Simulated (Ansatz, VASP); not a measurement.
**SrCl2: VASP beside Ansatz**

File INCAR:

```
ALGO = Normal
EDIFF = 1E-6
ENCUT = 520
GGA = PS
ISIF = 2
ISMEAR = 0
LASPH = True
LCHARG = False
LREAL = False
LWAVE = False
NBANDS = 19
NELM = 80
PREC = Accurate
SIGMA = 0.05
```

KPOINTS

```
k-points
0
Gamma
  6 6 6
```

Contents of POSCAR:

```
SrCl2
1.0
   -1.1020045878      3.0305126165      3.0305126165
    3.0305126165     -1.1020045878      3.0305126165
    3.0305126165      3.0305126165     -1.1020045878
Sr Cl
1 2
Direct
    0.0000000000      0.0000000000      0.0000000000
    0.2500000000      0.2500000000      0.2500000000
    0.7500000000      0.7500000000      0.7500000000
```

Input for Ansatz:

```yaml
crystal:
  lattice:
    - [-1.1020045878, 3.0305126165, 3.0305126165]
    - [3.0305126165, -1.1020045878, 3.0305126165]
    - [3.0305126165, 3.0305126165, -1.1020045878]
  atoms:
    - { symbol: Sr, position: [0.0, 0.0, 0.0] }
    - { symbol: Cl, position: [0.25, 0.25, 0.25] }
    - { symbol: Cl, position: [0.75, 0.75, 0.75] }
basis:
  ecutwfc: 420
kpoints:
  mp_grid: { grid: [6, 6, 6] }
hamiltonian:
  xc: pbesol
scf:
  occupations: { method: gaussian, width: 0.05 }
output:
  forces: true
  stress: true
  eigenvalues: true
```

Alike in both runs: task single point; functional PBEsol; k mesh 6 × 6 × 6; occupations gaussian, width 0.05 eV; no spin polarisation.

|  | VASP | Ansatz |
| --- | --- | --- |
| version | VASP 6.6.1 | Ansatz 0.2.0 |
| potentials or method | VASP PAW PBE potentials, release 64 (Sr_sv, Cl), cutoff 520 eV | scalar-relativistic, plane waves, PAW |
| valence electrons in the cell | 24 | 24 |

```csv
,VASP,Ansatz,Ansatz less VASP
gap on the k mesh at the Fermi level (eV),3.26,3.31,+0.048
least direct gap on the mesh (eV),3.26,3.31,+0.048
pressure (GPa),26.4,25.7,-0.74
"traceless stress, the component that is largest in VASP (GPa)",29.90,29.12,-0.781
rms of the force components (eV/Å),5.033,4.896,-0.1368
```

VASP's potentials were made for PBE, not for PBEsol. Atom by atom the forces differ by 0.137 eV/Å (rms over components).
